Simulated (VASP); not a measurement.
Set up this calculation in VASP 6.6.1, as the native input.

```yaml
Task: single point
Functional: BLYP
Potentials_or_basis: VASP PAW PBE potentials, release 64 (Ru_pv)
Cutoff: 520 eV
k_mesh: 10 × 10 × 13
Occupations: fermi-dirac, width 0.1 eV
Spin: no spin polarisation
Dipole_correction: no
Further_INCAR_settings: ALGO = Normal; EDIFF = 1e-06; NBANDS = 28
```

The structure of Ru lies in POSCAR:

```
Ru
1.0
    4.4987531683      0.0000000000      0.0000000000
   -2.2493765841      3.8960345291      0.0000000000
    0.0000000000      0.0000000000      2.8379685880
Ru
3
Direct
    0.0000000000      0.0000000000      0.0000000000
    0.3333333333      0.6666666667      0.5000000000
    0.6666666667      0.3333333333      0.5000000000
```

This cell differs from its parent crystal: volume scaled by 1.12.

These files were run (other wordings do the same):

INCAR

```
SYSTEM = Ru
PREC     = Accurate       ! precision mode
ENCUT    = 520            ! plane-wave cutoff, eV
EDIFF    = 1E-6           ! SCF threshold, eV
ISMEAR   = -1             ! smearing method
SIGMA    = 0.1            ! smearing width, eV
LREAL    = .FALSE.        ! projectors in reciprocal space
LASPH    = .TRUE.         ! aspherical terms in the spheres
NELM     = 80             ! most SCF steps
ALGO     = Normal         ! electronic algorithm
ISIF     = 2              ! what is computed and relaxed
LWAVE    = .FALSE.        ! write WAVECAR
LCHARG   = .TRUE.         ! write CHGCAR
GGA      = B5             ! functional
ALDAX    = 1.0          
AGGAX    = 1.0          
AGGAC    = 1.0          
ALDAC    = 0.0          
LELF     = .TRUE.         ! ELF
LVHAR    = .TRUE.       
NBANDS   = 28             ! bands
```

KPOINTS

```
regular mesh
0
G
  10 10 13
  0 0 0
```

Potentials or basis: VASP PAW PBE potentials, release 64 (Ru_pv).

Run with:

```console
$ cat potpaw_PBE.64/Ru_pv/POTCAR > POTCAR
$ mpirun -np 1 vasp_std > vasp.out
```

Results of the run:

```
Pressure               : -21.0 GPa
Band gap on the k mesh : zero (band 21 reaches 10.94 eV, above the bottom of band 22 at 9.15 eV)
```

Caveat: the PAW data sets were made with another functional, which shifts forces and pressure a little.

Wall time 49 s on 1 thread of Intel(R) Xeon(R) 6975P-C (Granite Rapids), on a shared host, peak memory 0.24 GiB.
